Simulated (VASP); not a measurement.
Runs of VASP 6.6.1 on MgS. The structure is that of space group F-43m (No. 216), or close to it. The cells are those of the table. 

```tsv
cell	gap on the mesh (eV)	pressure (GPa)
a = 4.033, b = 4.033, c = 4.060 Å, angles 59.8, 59.8, 60.4°, 2 atoms	(c)	-1.9
a = 4.007 Å, angles 60.0°, 2 atoms	3.28	(a)
a = 4.047, b = 4.047, c = 4.087 Å, angles 59.7, 59.7, 60.7°, 2 atoms	3.06	-2.6
a = 3.980, b = 3.980, c = 3.953 Å, angles 60.2, 60.2, 59.6°, 2 atoms	3.40	(b)
a = 3.993, b = 3.993, c = 3.980 Å, angles 60.1, 60.1, 59.8°, 2 atoms	3.34	0.2
```

Alike in all rows: task single point; level PBEsol; potentials or basis VASP PAW PBE potentials, release 64 (Mg, S); no spin polarisation; k mesh 6 × 6 × 6; cutoff (eV) 520; smearing gaussian 0.02 eV.

Q: Fill in the values left out.

A: (a) -0.5; (b) 1.1; (c) 3.13.

Caveats: the PAW data sets were made with another functional, which shifts forces and pressure a little.

A k mesh can miss the band edges.
